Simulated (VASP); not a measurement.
# Pt (Fm-3m) in VASP: notebook

Pt is run at these levels: r2SCAN; tasks: single point.

Program: VASP 6.6.1. These are calculated values, not measurements. Logs are shortened: lines on timing, memory, paths and dates and some standing lists are left out, and cuts for length are marked.

### 1 The cell of the first run

The structure is cubic, space group Fm-3m (No. 225). Conventional cell: a = 3.941 Å, b = 3.941 Å, c = 3.941 Å, α = 90.00°, β = 90.00°, γ = 90.00°. Within 3.7 Å of Pt (site symmetry m-3m) lie 12 Pt at 2.79 Å.

### 2 Single point, r2SCAN

File POSCAR:

```
Pt
1.0
    0.0000000000      1.9705765473      1.9705765473
    1.9705765473      0.0000000000      1.9705765473
    1.9705765473      1.9705765473      0.0000000000
Pt
1
Direct
    0.0000000000      0.0000000000      0.0000000000
```

File INCAR.step1:

```
SYSTEM = Pt
PREC = Accurate
ENCUT = 520
ISMEAR = 0
SIGMA = 0.03
LREAL = .False.
LASPH = .True.
NELM = 100
NBANDS = 11
GGA = PE
ALGO = Normal
EDIFF = 1E-4
LWAVE = .True.
LCHARG = .False.
```

File INCAR.step2:

```
SYSTEM = Pt
PREC = Accurate
ENCUT = 520
EDIFF = 1E-7
ISMEAR = 0
SIGMA = 0.03
LREAL = .False.
LASPH = .True.
NELM = 100
ALGO = Normal
ISIF = 2
LWAVE = .False.
LCHARG = .False.
METAGGA = R2SCAN
LMIXTAU = .True.
NBANDS = 11
ISTART = 1
```

File KPOINTS:

```
regular mesh
0
Gamma
  14 14 14
  0 0 0
```

Potentials or basis: VASP PAW PBE potentials, release 64 (Pt).

Run with:

```
$ cat potpaw_PBE.64/Pt/POTCAR > POTCAR
$ cp INCAR.step1 INCAR
$ mpirun -np 1 vasp_std > vasp.out
$ cp INCAR.step2 INCAR
$ mpirun -np 1 vasp_std > vasp.out
```

OUTCAR:

```text
SYSTEM = Pt
   PREC = Accurate
   ENCUT = 520
   EDIFF = 1E-7
   ISMEAR = 0
   LREAL = .False.
   LASPH = .True.
   NELM = 100
   ISIF = 2
   METAGGA = R2SCAN
   ISTART = 1

 ion  position               nearest neighbor table
   1  0.000  0.000  0.000-

  LATTYP: Found a face centered cubic cell.
 ALAT       =     3.9411530946

  Lattice vectors:

 A1 = (   0.0000000000,   1.9705765473,   1.9705765473)
 A2 = (   1.9705765473,   0.0000000000,   1.9705765473)
 A3 = (   1.9705765473,   1.9705765473,   0.0000000000)

Analysis of symmetry for initial positions (statically):
=====================================================================
 Subroutine PRICEL returns:
 Original cell was already a primitive cell.

 Routine SETGRP: Setting up the symmetry group for a
 face centered cubic supercell.

 Subroutine GETGRP returns: Found 48 space group operations
 (whereof 48 operations were pure point group operations)
 out of a pool of 48 trial point group operations.

The static configuration has the point symmetry O_h .

Analysis of symmetry for dynamics (positions and initial velocities):
=====================================================================
 Subroutine PRICEL returns:
 Original cell was already a primitive cell.

 Routine SETGRP: Setting up the symmetry group for a
 face centered cubic supercell.

 Subroutine GETGRP returns: Found 48 space group operations
 (whereof 48 operations were pure point group operations)
 out of a pool of 48 trial point group operations.

The dynamic configuration has the point symmetry O_h .

 Subroutine INISYM returns: Found 48 space group operations
 (whereof 48 operations are pure point group operations),
 and found     1 'primitive' translations

----------------------------------------------------------------------------------------

                                     Primitive cell

  volume of cell :      15.3042

  direct lattice vectors                    reciprocal lattice vectors
     0.000000000  1.970576547  1.970576547    -0.253732848  0.253732848  0.253732848
     1.970576547  0.000000000  1.970576547     0.253732848 -0.253732848  0.253732848
     1.970576547  1.970576547  0.000000000     0.253732848  0.253732848 -0.253732848

  length of vectors
     2.786816079  2.786816079  2.786816079     0.439478185  0.439478185  0.439478185

  position of ions in fractional coordinates (direct lattice)
     0.000000000  0.000000000  0.000000000

  ion indices of the primitive-cell ions
   primitive index   ion index
                 1           1

----------------------------------------------------------------------------------------

 KPOINTS: regular mesh

Automatic generation of k-mesh.
 Grid dimensions read from file:
 generate k-points for:   14   14   14

 Generating k-lattice:

  Cartesian coordinates                     Fractional coordinates (reciprocal lattice)
    -0.018123775  0.018123775  0.018123775     0.071428571  0.000000000  0.000000000
     0.018123775 -0.018123775  0.018123775     0.000000000  0.071428571  0.000000000
     0.018123775  0.018123775 -0.018123775     0.000000000  0.000000000  0.071428571

  Length of vectors
     0.031391299  0.031391299  0.031391299

  Shift w.r.t. Gamma in fractional coordinates (k-lattice)
     0.000000000  0.000000000  0.000000000

 Subroutine IBZKPT returns following result:
 ===========================================

 Found    104 irreducible k-points:

 Following reciprocal coordinates:
            Coordinates               Weight
  0.000000  0.000000  0.000000      1.000000
  0.071429  0.000000  0.000000      8.000000
  0.142857  0.000000  0.000000      8.000000
  0.214286  0.000000  0.000000      8.000000
  0.285714  0.000000  0.000000      8.000000
  0.357143  0.000000  0.000000      8.000000
[... 16 lines left out ...]
  0.214286  0.142857  0.000000     24.000000
  0.285714  0.142857  0.000000     24.000000
 [... further k-points ...]
   k-points           NKPTS =    104   k-points in BZ     NKDIM =    104   number of bands    NBANDS=     11
   number of dos      NEDOS =    301   number of ions     NIONS =      1
   total plane-waves  NPLWV =  13824
   dimension x,y,z NGX =    24 NGY =   24 NGZ =   24
   dimension x,y,z NGXF=    48 NGYF=   48 NGZF=   48
   ions per type =               1
   NGX,Y,Z   is equivalent  to a cutoff of  14.32, 14.32, 14.32 a.u.
   NGXF,Y,Z  is equivalent  to a cutoff of  28.63, 28.63, 28.63 a.u.
 SYSTEM =  Pt
   PREC   = accura    normal or accurate (medium, high low for compatibility)
   ISTART =      1    job   : 0-new  1-cont  2-samecut
   ICHARG =      0    charge: 1-file 2-atom 10-const
   ISPIN  =      1    spin polarized calculation?
   LNONCOLLINEAR =      F non collinear calculations
   LSORBIT =      F    spin-orbit coupling
   LASPH  =      T    aspherical Exc in radial PAW
   ENCUT  =  520.0 eV  38.22 Ry    6.18 a.u.   5.18  5.18  5.18*2*pi/ulx,y,z
   NELM   =    100;   NELMIN=  2; NELMDL=  0     # of ELM steps
   EDIFF  = 0.1E-06   stopping-criterion for ELM
   LREAL  =      F    real-space projection
   EDIFFG = 0.1E-05   stopping-criterion for IOM
   NSW    =      0    number of steps for IOM
   IBRION =     -1    ionic relax: 0-MD 1-quasi-New 2-CG
   NFREE  =      0    steps in history (QN), initial steepest desc. (CG)
   ISIF   =      2    stress and relaxation
   ISYM   =      2    0-nonsym 1-usesym 2-fastsym
   POTIM  = 0.5000    time-step for ionic-motion
   TEBEG  =    0.0;   TEEND  =   0.0 temperature during run
   PSTRESS=    0.0 pullay stress
   NELECT =      10.0000    total number of electrons
   NUPDOWN=      -1.0000    fix difference up-down
   EMIN   =  10.00;   EMAX   =-10.00  energy-range for DOS
   EFERMI =   0.00;   METHOD = LEGACY
   ISMEAR =     0;   SIGMA  =   0.03  broadening in eV -4-tet -1-fermi 0-gaus
   EFERMI_NEDOS =   21; number of points for ismear=-14 and -15
   IALGO  =     38    algorithm
   IMIX   =      4    mixing-type and parameters
     AMIX     =   0.40;   BMIX     =  1.00
     AMIX_MAG =   1.60;   BMIX_MAG =  1.00
  volume/ion in A,a.u.               =      15.30       103.28
  Fermi-wavevector in a.u.,A,eV,Ry     =   1.420599  2.684543 27.457940  2.018102
  Thomas-Fermi vector in A             =   2.541497
   LORBIT       =      0    0 simple, 1 ext, 2 COOP (PROOUT), +10 PAW based schemes
   METAGGA = R2SCAN    functional components
   LHFCALC =     F    Hartree Fock is set to
   AEXX    =    0.0000 exact exchange contribution
   IVDW    =     0    specifies the selected vdW correction
   LEPSILON=     F    determine dielectric tensor
   LRPA    =     F    only Hartree local field effects (RPA)
 non-spin polarized calculation
 Gauss-broadening in eV      SIGMA  =   0.03
  energy-cutoff  :      520.00
  volume of cell :       15.30
 maximum number of plane-waves:       428
 NGX is ok and might be reduce to    24
   NGX = 11   NGY = 11   NGZ = 11

 number of electron      10.0000001 magnetization

 Free energy of the ion-electron system (eV)
  ---------------------------------------------------
  ext. energy  EPLUGINS =         0.00000000
  ---------------------------------------------------
  free energy    TOTEN  =       -51.50888117 eV

  energy without entropy =      -51.50785031  energy(sigma->0) =      -51.50836574

 E-fermi :  10.7046     XC(G=0): -14.5318

 val. band max:       10.7028468849   @ k =   0.5000   0.3571   0.0714
 cond. band min:      10.7081338701   @ k =   0.4286   0.1429   0.0000
 fundamental gap:      0.0052869852
 Fermi energy:        10.7045957194

 k-point     1 :       0.0000    0.0000    0.0000
  band No.  band energies     occupation
      1       0.4087      2.00000
      2       6.9087      2.00000
      3       6.9087      2.00000
      4       6.9087      2.00000
      5       9.0198      2.00000
      6       9.0198      2.00000
      7      26.2574      0.00000
      8      31.3434      0.00000
      9      31.3434      0.00000
     10      31.3434      0.00000
     11      37.1645      0.00000

 k-point     2 :       0.0714    0.0000    0.0000
  band No.  band energies     occupation
      1       0.6192      2.00000
      2       6.8179      2.00000
      3       6.9910      2.00000
      4       6.9910      2.00000
      5       8.9762      2.00000
      6       8.9762      2.00000
      7      26.5747      0.00000
      8      30.3078      0.00000
      9      31.6582      0.00000
     10      31.6582      0.00000
     11      38.2324      0.00000

 k-point     3 :       0.1429    0.0000    0.0000
  band No.  band energies     occupation
      1       1.2167      2.00000
      2       6.6125      2.00000
      3       7.1803      2.00000
      4       7.1803      2.00000
      5       8.9154      2.00000
      6       8.9154      2.00000
      7      27.3538      0.00000
      8      28.3069      0.00000
      9      32.5501      0.00000
     10      32.5501      0.00000
     11      37.5210      0.00000

 k-point     4 :       0.2143    0.0000    0.0000
  band No.  band energies     occupation
      1       2.0689      2.00000
      2       6.4970      2.00000
      3       7.2945      2.00000
      4       7.2945      2.00000
      5       9.0416      2.00000
      6       9.0416      2.00000
      7      25.9776      0.00000
      8      28.0342      0.00000
      9      33.8069      0.00000
     10      33.8069      0.00000
     11      35.5800      0.00000

 k-point     5 :       0.2857    0.0000    0.0000
  band No.  band energies     occupation
      1       2.8593      2.00000
      2       6.8410      2.00000
      3       7.2040      2.00000
      4       7.2040      2.00000
      5       9.4831      2.00000
      6       9.4831      2.00000
      7      23.3934      0.00000
      8      27.6677      0.00000
      9      34.0909      0.00000
     10      34.0909      0.00000
     11      35.7758      0.00000
[... 211 lines left out ...]
 k-point    21 :      -0.0714    0.0714    0.0000
  band No.  band energies     occupation
      1       0.9608      2.00000
      2       6.6519      2.00000
      3       7.1074      2.00000
      4       7.1556      2.00000
      5       8.7761      2.00000
      6       9.0685      2.00000
      7      27.0618      0.00000
      8      29.3843      0.00000
      9      31.3738      0.00000
     10      32.5283      0.00000
     11      38.3351      0.00000

 k-point    22 :       0.1429    0.1429    0.0000
  band No.  band energies     occupation
      1       1.4954      2.00000
      2       6.2474      2.00000
      3       7.4802      2.00000
      4       7.4802      2.00000
      5       8.3108      2.00000
      6       9.3022      2.00000
      7      27.8852      0.00000
      8      29.7323      0.00000
      9      31.0930      0.00000
     10      31.0930      0.00000
     11      39.1281      0.00000

 k-point    23 :       0.2143    0.1429    0.0000
  band No.  band energies     occupation
      1       2.1626      2.00000
      2       5.9698      2.00000
      3       7.5836      2.00000
      4       7.7433      2.00000
      5       8.2857      2.00000
      6       9.4712      2.00000
      7      28.1213      0.00000
      8      28.7578      0.00000
      9      30.7914      0.00000
     10      31.6041      0.00000
     11      36.4382      0.00000

 k-point    24 :       0.2857    0.1429    0.0000
  band No.  band energies     occupation
      1       3.0067      2.00000
      2       5.8339      2.00000
      3       7.2340      2.00000
      4       7.8373      2.00000
      5       8.9797      2.00000
      6       9.8167      2.00000
      7      25.6614      0.00000
      8      28.9481      0.00000
      9      30.3973      0.00000
     10      31.9371      0.00000
     11      35.9368      0.00000

 [... further k-points ...]

------------------------ aborting loop because EDIFF is reached ----------------------------------------

  FORCE on cell =-STRESS in cart. coord.  units (eV):
  Direction    XX          YY          ZZ          XY          YZ          ZX
  --------------------------------------------------------------------------------------
  -------------------------------------------------------------------------------------
  Total        0.0219151      0.0219151      0.0219151      0.0000000      0.0000000      0.0000000
  in kB        2.2942675      2.2942675      2.2942675      0.0000000      0.0000000      0.0000000
  external PRESSURE =       2.2942675 kB  Pullay stress =       0.0000000 kB

 VOLUME and BASIS-vectors are now :
 -----------------------------------------------------------------------------
  energy-cutoff  :      520.00
  volume of cell :       15.30
      direct lattice vectors                 reciprocal lattice vectors
     0.000000000  1.970576547  1.970576547    -0.253732848  0.253732848  0.253732848
     1.970576547  0.000000000  1.970576547     0.253732848 -0.253732848  0.253732848
     1.970576547  1.970576547  0.000000000     0.253732848  0.253732848 -0.253732848

 POSITION                                       TOTAL-FORCE (eV/Angst)
 -----------------------------------------------------------------------------------
      0.00000      0.00000      0.00000         0.000000      0.000000      0.000000
 -----------------------------------------------------------------------------------
    total drift:                               -0.000000      0.000000     -0.000000

  FREE ENERGIE OF THE ION-ELECTRON SYSTEM (eV)
  ---------------------------------------------------
  free  energy   TOTEN  =       -51.5088811740 eV

  energy  without entropy=      -51.5078503113  energy(sigma->0) =      -51.50836574
```

Wall time 2.9 min (1 thread of AMD EPYC 9R45, shared host); peak memory 0.13 GiB.

Results:

* Free energy: -51.5089 eV
* Pressure: 0.2 GPa
* Band gap on the k mesh: zero (band 5 reaches 11.24 eV, above the bottom of band 6 at 8.92 eV)

Caveat: the PAW data sets were made with another functional, which shifts forces and pressure a little; spin-orbit coupling is left out, which moves the levels of the heavy elements.

### 3 Single point, r2SCAN

POSCAR is that of step 2.

File INCAR.step1:

```
SYSTEM = Pt
PREC = Accurate ; ENCUT = 520
ISMEAR = 0 ; SIGMA = 0.1
LREAL = .False. ; LASPH = .True.
NELM = 80 ; NBANDS = 11
GGA = PE ; ALGO = Normal
EDIFF = 1E-4 ; LWAVE = .True.
LCHARG = .False.
```

File INCAR.step2:

```
SYSTEM = Pt
PREC = Accurate ; ENCUT = 520
EDIFF = 1E-7 ; ISMEAR = 0
SIGMA = 0.1 ; LREAL = .False.
LASPH = .True. ; NELM = 80
ALGO = Normal ; ISIF = 2
LWAVE = .False. ; LCHARG = .False.
METAGGA = R2SCAN ; LMIXTAU = .True.
NBANDS = 11 ; ISTART = 1
```

File KPOINTS:

```
Automatic mesh
0
Gamma
  14 14 14
  0 0 0
```

Potentials or basis: VASP PAW PBE potentials, release 64 (Pt).

Run with:

```
$ cat potpaw_PBE.64/Pt/POTCAR > POTCAR
$ cp INCAR.step1 INCAR
$ mpirun -np 1 vasp_std > vasp.out
$ cp INCAR.step2 INCAR
$ mpirun -np 1 vasp_std > vasp.out
```

OUTCAR:

```text
SYSTEM = Pt
   PREC = Accurate
   ENCUT = 520
   EDIFF = 1E-7
   ISMEAR = 0
   LREAL = .False.
   LASPH = .True.
   NELM = 80
   ISIF = 2
   METAGGA = R2SCAN
   ISTART = 1

 ion  position               nearest neighbor table
   1  0.000  0.000  0.000-

  LATTYP: Found a face centered cubic cell.
 ALAT       =     3.9411530946

  Lattice vectors:

 A1 = (   0.0000000000,   1.9705765473,   1.9705765473)
 A2 = (   1.9705765473,   0.0000000000,   1.9705765473)
 A3 = (   1.9705765473,   1.9705765473,   0.0000000000)

[... 516 lines left out ...]
 [... further k-points ...]

------------------------ aborting loop because EDIFF is reached ----------------------------------------

  FORCE on cell =-STRESS in cart. coord.  units (eV):
  Direction    XX          YY          ZZ          XY          YZ          ZX
  --------------------------------------------------------------------------------------
  -------------------------------------------------------------------------------------
  Total        0.0286498      0.0286498      0.0286498     -0.0000000      0.0000000     -0.0000000
  in kB        2.9993159      2.9993159      2.9993159     -0.0000000      0.0000000     -0.0000000
  external PRESSURE =       2.9993159 kB  Pullay stress =       0.0000000 kB

 VOLUME and BASIS-vectors are now :
 -----------------------------------------------------------------------------
  energy-cutoff  :      520.00
  volume of cell :       15.30
      direct lattice vectors                 reciprocal lattice vectors
     0.000000000  1.970576547  1.970576547    -0.253732848  0.253732848  0.253732848
     1.970576547  0.000000000  1.970576547     0.253732848 -0.253732848  0.253732848
     1.970576547  1.970576547  0.000000000     0.253732848  0.253732848 -0.253732848

 POSITION                                       TOTAL-FORCE (eV/Angst)
 -----------------------------------------------------------------------------------
      0.00000      0.00000      0.00000         0.000000     -0.000000      0.000000
 -----------------------------------------------------------------------------------
    total drift:                               -0.000000      0.000000     -0.000000

  FREE ENERGIE OF THE ION-ELECTRON SYSTEM (eV)
  ---------------------------------------------------
  free  energy   TOTEN  =       -51.5127556293 eV

  energy  without entropy=      -51.5045980106  energy(sigma->0) =      -51.50867682
```

OSZICAR.step1:

```text
N       E                     dE             d eps       ncg     rms          rms(c)
DAV:   1     0.399062411549E+02    0.39906E+02   -0.52638E+03  2328   0.839E+02
DAV:   2    -0.583493484114E+01   -0.45741E+02   -0.43927E+02  2629   0.177E+02
DAV:   3    -0.648007445698E+01   -0.64514E+00   -0.63955E+00  2649   0.199E+01
DAV:   4    -0.648253974057E+01   -0.24653E-02   -0.24651E-02  2597   0.146E+00
DAV:   5    -0.648255978068E+01   -0.20040E-04   -0.20041E-04  2692   0.121E-01    0.124E+01
DAV:   6    -0.614502162833E+01    0.33754E+00   -0.78641E-01  2471   0.702E+00    0.653E+00
DAV:   7    -0.610798697695E+01    0.37035E-01   -0.13592E-01  2627   0.286E+00    0.250E+00
DAV:   8    -0.610480077153E+01    0.31862E-02   -0.44807E-03  2510   0.577E-01    0.505E-01
DAV:   9    -0.610466085195E+01    0.13992E-03   -0.52629E-05  1967   0.674E-02    0.418E-02
DAV:  10    -0.610466448137E+01   -0.36294E-05   -0.30855E-06  1279   0.144E-02
   1 F= -.61046645E+01 E0= -.61004255E+01  d E =-.847790E-02
```

Run time: 3.1 min. Hardware: 1 thread of AMD EPYC 9R45, shared host; peak memory 0.13 GiB.

What came out:

```yaml
Free_energy: -51.5128 eV
Pressure: 0.3 GPa
Band_gap_on_the_k_mesh: zero (band 5 reaches 11.24 eV, above the bottom of band 6 at 8.92 eV)
```

Caveat: the PAW data sets were made with another functional, which shifts forces and pressure a little; spin-orbit coupling is left out, which moves the levels of the heavy elements.

### 4 Single point, r2SCAN

POSCAR is that of step 3.

File INCAR.step1:

```
  ALGO = Normal
  EDIFF = 1E-4
  ENCUT = 520
  GGA = PE
  ISMEAR = 0
  LASPH = True
  LCHARG = False
  LREAL = False
  LWAVE = True
  NBANDS = 11
  NELM = 60
  PREC = Accurate
  SIGMA = 0.2
```

File INCAR.step2:

```
  ALGO = Normal
  EDIFF = 1E-6
  ENCUT = 520
  ISIF = 2
  ISMEAR = 0
  ISTART = 1
  LASPH = True
  LCHARG = True
  LELF = True
  LMIXTAU = True
  LREAL = False
  LVHAR = True
  LWAVE = False
  METAGGA = R2SCAN
  NBANDS = 11
  NELM = 60
  PREC = Accurate
  SIGMA = 0.2
```

File KPOINTS:

```
k-points
0
Gamma
  14 14 14
```

Run with:

```
$ cat potpaw_PBE.64/Pt/POTCAR > POTCAR
$ cp INCAR.step1 INCAR
$ mpirun -np 1 vasp_std > vasp.out
$ cp INCAR.step2 INCAR
$ mpirun -np 1 vasp_std > vasp.out
```

Run time: 2.8 min. Hardware: 1 thread of AMD EPYC 9R45, shared host; peak memory 0.13 GiB.

The run converged. Its results:

| Quantity | Value |
| --- | --- |
| Free energy | -51.5250 eV |
| Pressure | 0.6 GPa |
| Band gap on the k mesh | zero (band 5 reaches 11.25 eV, above the bottom of band 6 at 8.92 eV) |

Levels at points of the mesh, in eV from the Fermi level:
```tsv
k point	band 2	band 3	band 4	band 5	band 6	band 7	band 8	band 9
(0.00, 0.00, 0.00)	-3.81	-3.81	-3.81	-1.70	-1.70	15.53	20.62	20.62
(0.50, 0.00, 0.00)	-3.91	-3.91	-0.23	0.03	0.03	6.05	15.18	19.86
(0.50, 0.50, 0.00)	-6.69	-0.05	0.52	0.52	1.99	9.19	11.99	11.99
```

Caveat: the PAW data sets were made with another functional, which shifts forces and pressure a little; spin-orbit coupling is left out, which moves the levels of the heavy elements.

(Part 1 of 2 ends here.)
